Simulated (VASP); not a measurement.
# SnO (Cmce) in VASP: single point with PBEsol

Aim: the single point of SnO with PBEsol.

All numbers are computed with VASP 6.6.1; they aren't measurements. Logs are shortened: lines on timing, memory, paths and dates and some standing lists are left out, and cuts for length are marked.

**1. The cell of the first run**

Symmetry: Cmce, No. 64, orthorhombic system. The conventional cell has a = 5.360 Å, b = 5.362 Å, c = 10.222 Å, α = 90.00°, β = 90.00°, γ = 90.00°. Sn (site symmetry m) has 4 O at 2.23 Å within 2.9 Å. O (site symmetry 2) has 4 Sn at 2.23 Å and 4 O at 2.68 Å within 2.9 Å.

**2. Single point, PBEsol**

The input, INCAR:

```
ALGO = Normal
EDIFF = 1E-6
ENCUT = 520
GGA = PS
ISIF = 2
ISMEAR = 0
LASPH = T
LCHARG = T
LELF = T
LREAL = F
LVHAR = T
LWAVE = F
NBANDS = 50
NELM = 80
PREC = Accurate
SIGMA = 0.01
```

The input, KPOINTS:

```
k-points
0
Gamma
  5 5 2
```

The input, POSCAR:

```
SnO
1.0
    2.6799320279     -2.6807976238      0.0000000000
    2.6799320279      2.6807976238      0.0000000000
    0.0000000000      0.0000000000     10.2219600000
Sn O
4 4
Direct
    0.7493981645      0.2506018355      0.8642220729
    0.2506018355      0.7493981645      0.1357779271
    0.7506018355      0.2493981645      0.3642220729
    0.2493981645      0.7506018355      0.6357779271
    0.2505869768      0.2494130232      0.2500000000
    0.7494130232      0.7505869768      0.7500000000
    0.2494130232      0.2505869768      0.7500000000
    0.7505869768      0.7494130232      0.2500000000
```

Potentials or basis: VASP PAW PBE potentials, release 64 (Sn_d, O).

The run is started by

```bash
$ cat potpaw_PBE.64/Sn_d/POTCAR potpaw_PBE.64/O/POTCAR > POTCAR
$ mpirun -np 1 vasp_std > vasp.out
```

OUTCAR:

```text
EDIFF = 1E-6
   ENCUT = 520
   GGA = PS
   ISIF = 2
   ISMEAR = 0
   LASPH = T
   LREAL = F
   NELM = 80
   PREC = Accurate

 ion  position               nearest neighbor table
   1  0.749  0.251  0.864-   6 2.23   7 2.23   7 2.23   6 2.23   4 3.55   4 3.55   4 3.56   4 3.56

   2  0.251  0.749  0.136-   5 2.23   8 2.23   5 2.23   8 2.23   3 3.55   3 3.55   3 3.56   3 3.56

   3  0.751  0.249  0.364-   5 2.23   8 2.23   8 2.23   5 2.23   2 3.55   2 3.55   2 3.56   2 3.56

   4  0.249  0.751  0.636-   6 2.23   7 2.23   6 2.23   7 2.23   1 3.55   1 3.55   1 3.56   1 3.56

   5  0.251  0.249  0.250-   2 2.23   3 2.23   3 2.23   2 2.23
   6  0.749  0.751  0.750-   1 2.23   4 2.23   1 2.23   4 2.23
   7  0.249  0.251  0.750-   1 2.23   4 2.23   4 2.23   1 2.23
   8  0.751  0.749  0.250-   2 2.23   3 2.23   2 2.23   3 2.23

  LATTYP: Found a base centered orthorhombic cell.
 ALAT       =     5.3598640558
 B/A-ratio  =     1.0003229917
 C/A-ratio  =     1.9071304596

  Lattice vectors:

 A1 = (   2.6799320279,  -2.6807976238,   0.0000000000)
 A2 = (   2.6799320279,   2.6807976238,   0.0000000000)
 A3 = (   0.0000000000,   0.0000000000,  10.2219600000)

Analysis of symmetry for initial positions (statically):
=====================================================================
 Subroutine PRICEL returns:
 Original cell was already a primitive cell.

 Routine SETGRP: Setting up the symmetry group for a
 base centered orthorhombic supercell.

 Subroutine GETGRP returns: Found  8 space group operations
 (whereof  4 operations were pure point group operations)
 out of a pool of  8 trial point group operations.

The static configuration has the point symmetry C_2h.
 The point group associated with its full space group is D_2h.

Analysis of symmetry for dynamics (positions and initial velocities):
=====================================================================
 Subroutine PRICEL returns:
 Original cell was already a primitive cell.

 Routine SETGRP: Setting up the symmetry group for a
 base centered orthorhombic supercell.

 Subroutine GETGRP returns: Found  8 space group operations
 (whereof  4 operations were pure point group operations)
 out of a pool of  8 trial point group operations.

The dynamic configuration has the point symmetry C_2h.
 The point group associated with its full space group is D_2h.

 Subroutine INISYM returns: Found  8 space group operations
 (whereof  4 operations are pure point group operations),
 and found     1 'primitive' translations

----------------------------------------------------------------------------------------

                                     Primitive cell

  volume of cell :     146.8764

  direct lattice vectors                    reciprocal lattice vectors
     2.679932028 -2.680797624  0.000000000     0.186571896 -0.186511654  0.000000000
     2.679932028  2.680797624  0.000000000     0.186571896  0.186511654  0.000000000
     0.000000000  0.000000000 10.221960000     0.000000000  0.000000000  0.097828596

  length of vectors
     3.790608338  3.790608338 10.221960000     0.263809912  0.263809912  0.097828596

  position of ions in fractional coordinates (direct lattice)
     0.749398165  0.250601835  0.864222073
     0.250601835  0.749398165  0.135777927
     0.750601835  0.249398165  0.364222073
     0.249398165  0.750601835  0.635777927
     0.250586977  0.249413023  0.250000000
     0.749413023  0.750586977  0.750000000
     0.249413023  0.250586977  0.750000000
     0.750586977  0.749413023  0.250000000

  ion indices of the primitive-cell ions
   primitive index   ion index
                 1           1
                 2           2
                 3           3
                 4           4
                 5           5
                 6           6
                 7           7
                 8           8

----------------------------------------------------------------------------------------

 KPOINTS: k-points

Automatic generation of k-mesh.
 Grid dimensions read from file:
 generate k-points for:    5    5    2

 Generating k-lattice:

  Cartesian coordinates                     Fractional coordinates (reciprocal lattice)
     0.037314379 -0.037302331  0.000000000     0.200000000  0.000000000  0.000000000
     0.037314379  0.037302331  0.000000000     0.000000000  0.200000000  0.000000000
     0.000000000  0.000000000  0.048914298     0.000000000  0.000000000  0.500000000

  Length of vectors
     0.052761982  0.052761982  0.048914298

  Shift w.r.t. Gamma in fractional coordinates (k-lattice)
     0.000000000  0.000000000  0.000000000

 Subroutine IBZKPT returns following result:
 ===========================================

 Found     18 irreducible k-points:

 Following reciprocal coordinates:
            Coordinates               Weight
  0.000000  0.000000  0.000000      1.000000
  0.200000  0.000000  0.000000      4.000000
  0.400000  0.000000  0.000000      4.000000
  0.200000  0.200000  0.000000      2.000000
  0.400000  0.200000  0.000000      4.000000
 -0.400000  0.200000  0.000000      4.000000
[... 10 lines left out ...]
  0.400000  0.400000  0.500000      2.000000
 -0.400000  0.400000  0.500000      2.000000
   k-points           NKPTS =     18   k-points in BZ     NKDIM =     18   number of bands    NBANDS=     50
   number of dos      NEDOS =    301   number of ions     NIONS =      8
   total plane-waves  NPLWV =  62720
   dimension x,y,z NGX =    28 NGY =   28 NGZ =   80
   dimension x,y,z NGXF=    56 NGYF=   56 NGZF=  160
   ions per type =               4   4
   NGX,Y,Z   is equivalent  to a cutoff of  12.28, 12.28, 13.01 a.u.
   NGXF,Y,Z  is equivalent  to a cutoff of  24.56, 24.56, 26.02 a.u.
 SYSTEM =  unknown system
   PREC   = accura    normal or accurate (medium, high low for compatibility)
   ISTART =      0    job   : 0-new  1-cont  2-samecut
   ICHARG =      2    charge: 1-file 2-atom 10-const
   ISPIN  =      1    spin polarized calculation?
   LNONCOLLINEAR =      F non collinear calculations
   LSORBIT =      F    spin-orbit coupling
   LASPH  =      T    aspherical Exc in radial PAW
   ENCUT  =  520.0 eV  38.22 Ry    6.18 a.u.   7.05  7.05 19.01*2*pi/ulx,y,z
   NELM   =     80;   NELMIN=  2; NELMDL= -5     # of ELM steps
   EDIFF  = 0.1E-05   stopping-criterion for ELM
   LREAL  =      F    real-space projection
   EDIFFG = 0.1E-04   stopping-criterion for IOM
   NSW    =      0    number of steps for IOM
   IBRION =     -1    ionic relax: 0-MD 1-quasi-New 2-CG
   NFREE  =      0    steps in history (QN), initial steepest desc. (CG)
   ISIF   =      2    stress and relaxation
   ISYM   =      2    0-nonsym 1-usesym 2-fastsym
   POTIM  = 0.5000    time-step for ionic-motion
   TEBEG  =    0.0;   TEEND  =   0.0 temperature during run
   PSTRESS=    0.0 pullay stress
   NELECT =      80.0000    total number of electrons
   NUPDOWN=      -1.0000    fix difference up-down
   EMIN   =  10.00;   EMAX   =-10.00  energy-range for DOS
   EFERMI =   0.00;   METHOD = LEGACY
   ISMEAR =     0;   SIGMA  =   0.01  broadening in eV -4-tet -1-fermi 0-gaus
   EFERMI_NEDOS =   21; number of points for ismear=-14 and -15
   IALGO  =     38    algorithm
   IMIX   =      4    mixing-type and parameters
     AMIX     =   0.40;   BMIX     =  1.00
     AMIX_MAG =   1.60;   BMIX_MAG =  1.00
  volume/ion in A,a.u.               =      18.36       123.90
  Fermi-wavevector in a.u.,A,eV,Ry     =   1.336967  2.526502 24.320168  1.787482
  Thomas-Fermi vector in A             =   2.465553
   LORBIT       =      0    0 simple, 1 ext, 2 COOP (PROOUT), +10 PAW based schemes
   GGA     = PS    functional components
   LHFCALC =     F    Hartree Fock is set to
   AEXX    =    0.0000 exact exchange contribution
   IVDW    =     0    specifies the selected vdW correction
   LEPSILON=     F    determine dielectric tensor
   LRPA    =     F    only Hartree local field effects (RPA)
 non-spin polarized calculation
 Gauss-broadening in eV      SIGMA  =   0.01
  energy-cutoff  :      520.00
  volume of cell :      146.88
 maximum number of plane-waves:      3982
   NGX = 15   NGY = 15   NGZ = 39

 number of electron      80.0000004 magnetization

 Free energy of the ion-electron system (eV)
  ---------------------------------------------------
  ext. energy  EPLUGINS =         0.00000000
  ---------------------------------------------------
  free energy    TOTEN  =       -48.36075223 eV

  energy without entropy =      -48.36075223  energy(sigma->0) =      -48.36075223

 E-fermi :   6.6163     XC(G=0): -10.2029

 val. band max:        6.5052929814   @ k =   0.0000   0.0000   0.0000
 cond. band min:       7.2001180766   @ k =   0.4000   0.4000   0.0000
 fundamental gap:      0.6948250951
 Fermi energy:         6.6162809585

 k-point     1 :       0.0000    0.0000    0.0000
  band No.  band energies     occupation
      1     -15.3685      2.00000
      2     -15.3592      2.00000
      3     -14.9518      2.00000
      4     -14.9421      2.00000
      5     -14.9254      2.00000
      6     -14.9252      2.00000
[... 42 lines left out ...]
     49      11.8484      0.00000
     50      11.8499      0.00000

 k-point     2 :       0.2000    0.0000    0.0000
  band No.  band energies     occupation
      1     -15.3501      2.00000
      2     -15.3448      2.00000
      3     -15.0054      2.00000
      4     -14.9873      2.00000
      5     -14.9196      2.00000
      6     -14.9193      2.00000
[... 42 lines left out ...]
     49      11.8662      0.00000
     50      12.1143      0.00000

 k-point     3 :       0.4000    0.0000    0.0000
  band No.  band energies     occupation
      1     -15.3008      2.00000
      2     -15.2964      2.00000
      3     -15.1940      2.00000
      4     -15.1801      2.00000
      5     -14.9238      2.00000
      6     -14.9170      2.00000
[... 42 lines left out ...]
     49      12.3913      0.00000
     50      12.5378      0.00000

 k-point     4 :       0.2000    0.2000    0.0000
  band No.  band energies     occupation
      1     -15.3393      2.00000
      2     -15.3343      2.00000
      3     -15.0788      2.00000
      4     -15.0699      2.00000
      5     -14.9264      2.00000
      6     -14.9246      2.00000
[... 681 lines left out ...]
 k-point    17 :       0.4000    0.4000    0.5000
  band No.  band energies     occupation
      1     -15.3134      2.00000
      2     -15.3134      2.00000
      3     -15.2848      2.00000
      4     -15.2848      2.00000
      5     -14.9051      2.00000
      6     -14.9051      2.00000
[... 42 lines left out ...]
     49      11.8948      0.00000
     50      11.8948      0.00000

 k-point    18 :      -0.4000    0.4000    0.5000
  band No.  band energies     occupation
      1     -15.3132      2.00000
      2     -15.3132      2.00000
      3     -15.2850      2.00000
      4     -15.2850      2.00000
      5     -14.9052      2.00000
      6     -14.9052      2.00000
[... 42 lines left out ...]
     49      11.8943      0.00000
     50      11.8943      0.00000

------------------------ aborting loop because EDIFF is reached ----------------------------------------

  FORCE on cell =-STRESS in cart. coord.  units (eV):
  Direction    XX          YY          ZZ          XY          YZ          ZX
  --------------------------------------------------------------------------------------
  -------------------------------------------------------------------------------------
  Total        0.2268614      0.1808578     -1.3532074      0.0000000      0.0000000      0.0000000
  in kB        2.4746810      1.9728585    -14.7612441      0.0000000      0.0000000      0.0000000
  external PRESSURE =      -3.4379015 kB  Pullay stress =       0.0000000 kB

 VOLUME and BASIS-vectors are now :
 -----------------------------------------------------------------------------
  energy-cutoff  :      520.00
  volume of cell :      146.88
      direct lattice vectors                 reciprocal lattice vectors
     2.679932028 -2.680797624  0.000000000     0.186571896 -0.186511654  0.000000000
     2.679932028  2.680797624  0.000000000     0.186571896  0.186511654  0.000000000
     0.000000000  0.000000000 10.221960000     0.000000000  0.000000000  0.097828596

 POSITION                                       TOTAL-FORCE (eV/Angst)
 -----------------------------------------------------------------------------------
      2.67993     -1.33717      8.83404         0.000000     -0.001597      0.083264
      2.67993      1.33717      1.38792         0.000000      0.001597     -0.083264
      2.67993     -1.34363      3.72306         0.000000      0.001597      0.083264
      2.67993      1.34363      6.49890         0.000000     -0.001597     -0.083264
      1.33997     -0.00315      2.55549         0.000000      0.000768      0.000000
      4.01990      0.00315      7.66647         0.000000     -0.000768      0.000000
      1.33997      0.00315      7.66647         0.000000     -0.000768      0.000000
      4.01990     -0.00315      2.55549         0.000000      0.000768      0.000000
 -----------------------------------------------------------------------------------
    total drift:                                0.000000     -0.000000      0.000000

  FREE ENERGIE OF THE ION-ELECTRON SYSTEM (eV)
  ---------------------------------------------------
  free  energy   TOTEN  =       -48.3607522338 eV

  energy  without entropy=      -48.3607522338  energy(sigma->0) =      -48.36075223
```

Run time: 1.7 min. Hardware: 1 thread of Intel Xeon Platinum 8375C at 2.90GHz (Ice Lake), shared host; peak memory 0.28 GiB.

Results:

```
Free energy            : -48.3608 eV
Pressure               : -0.3 GPa
Largest force          : 0.083 eV/Å
Band gap on the k mesh : 0.69 eV
```

Forces on the atoms (eV/Å):
```
Sn   0.000 -0.002  0.083
Sn   0.000  0.002 -0.083
Sn   0.000  0.002  0.083
Sn   0.000 -0.002 -0.083
O    0.000  0.001  0.000
O    0.000 -0.001  0.000
O    0.000 -0.001  0.000
O    0.000  0.001  0.000
```

Levels at points of the mesh, in eV from the valence-band top:
```csv
k point,band 37,band 38,band 39,band 40,band 41,band 42,band 43,band 44
"(0.00, 0.00, 0.00)",-3.10,-3.09,-2.32,0.00,1.68,1.90,3.23,3.24
"(0.00, 0.00, 0.50)",-3.10,-3.10,-0.82,-0.82,1.64,1.64,3.75,3.75
```

Caveat: the PAW data sets were made with another functional, which shifts forces and pressure a little; spin-orbit coupling is left out, which moves the levels of the heavy elements; an odd mesh through Γ misses points on the zone boundary, where band edges can lie.
